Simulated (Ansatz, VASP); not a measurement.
## W: VASP beside Ansatz

```
W
1.0
    -1.58156    1.58156    1.62925
     1.58156   -1.58156    1.62925
     1.58156    1.58156   -1.62925
W
1
Direct
  0.00000 0.00000 0.00000
```

Change from the starting cell: z stretched by +2 % at fixed volume.

Alike in both runs: task single point; functional PBE; k mesh 14 × 14 × 14; occupations fermi-dirac, width 0.08 eV; no spin polarisation.

```csv
,VASP,Ansatz
version,VASP 6.6.1,Ansatz 0.2.0
potentials or method,"VASP PAW PBE potentials, release 64 (W_sv), cutoff 520 eV","all-electron LAPW, scalar-relativistic"
```

```tsv
	VASP	Ansatz	Ansatz less VASP
pressure (GPa)	-2.3	-2.7	-0.36
traceless stress, the component that is largest in VASP (GPa)	-5.27	-5.26	+0.011
```

Ansatz ran all-electron here, and VASP with PAW potentials.

Neither program's run includes spin-orbit coupling.
